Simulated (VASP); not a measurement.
Write the native input for VASP 6.6.1 that does the following.

```
Task                   : single point
Functional             : PBE
Potentials or basis    : VASP PAW PBE potentials, release 64 (Ni_sv_GW, O)
Cutoff                 : 600 eV
k mesh                 : 12 × 12 × 12
Occupations            : gaussian, width 0.02 eV
Spin                   : collinear spin, ferromagnetic start
Starting moments       : [1.91, 0.21] μB
Hubbard terms          : Ni d U = 6.2 eV
Dipole correction      : no
Second run             : valence_matched
Further INCAR settings : ALGO = Normal; EDIFF = 1e-06; NBANDS = 23
```

The structure of NiO lies in POSCAR:

```
NiO
1.0
    0.0000000000      2.1337376274      2.1337376274
    2.1337376274      0.0000000000      2.1337376274
    2.1337376274      2.1337376274      0.0000000000
Ni O
1 1
Direct
    0.0000000000      0.0000000000      0.0000000000
    0.5000000000      0.5000000000      0.5000000000
```

The input as run:

INCAR

```
ALGO     = Normal         # electronic algorithm
EDIFF    = 1E-6           # SCF threshold, eV
ENCUT    = 600            # plane-wave cutoff, eV
GGA      = PE             # functional
GGA_COMPAT= F            
ISIF     = 2              # what is computed and relaxed
ISMEAR   = 0              # smearing method
ISPIN    = 2              # spin polarisation
LASPH    = T              # aspherical terms in the spheres
LCHARG   = F              # write CHGCAR
LDAU     = T              # DFT+U
LDAUJ    = 0 0          
LDAUL    = 2 -1           # shell
LDAUPRINT= 1            
LDAUTYPE = 2            
LDAUU    = 6.2 0          # U, eV
LMAXMIX  = 4              # l up to which the mixer works
LORBIT   = 11             # projections on sites
LREAL    = F              # projectors in reciprocal space
LWAVE    = F              # write WAVECAR
MAGMOM   = 1.91 0.21      # initial moments
NBANDS   = 23             # bands
NELM     = 200            # most SCF steps
PREC     = Accurate       # precision mode
SIGMA    = 0.02           # smearing width, eV
```

KPOINTS

```
k-points
0
Gamma
  12 12 12
```

Potentials or basis: VASP PAW PBE potentials, release 64 (Ni_sv_GW, O).

Launch:

```bash
$ cat potpaw_PBE.64/Ni_sv_GW/POTCAR potpaw_PBE.64/O/POTCAR > POTCAR
$ mpirun -np 1 vasp_std > vasp.out
```

Results of the run:

```json
{
  "Pressure": "-3.7 GPa",
  "Band gap on the k mesh": "2.00 eV, indirect (least direct gap 3.17 eV)",
  "Net moment": "2.00 μB per cell",
  "Site moments": "Ni +1.80; O +0.16 μB",
  "Valence electrons inside the program's atomic spheres": "Ni 16.08; O 5.01"
}
```

Caveat: a cell with one magnetic atom can't hold antiferromagnetic order, which such compounds often take.

It took 37 s on 1 thread of Intel(R) Xeon(R) 6975P-C (Granite Rapids) (shared host), peak memory 0.2 GiB.
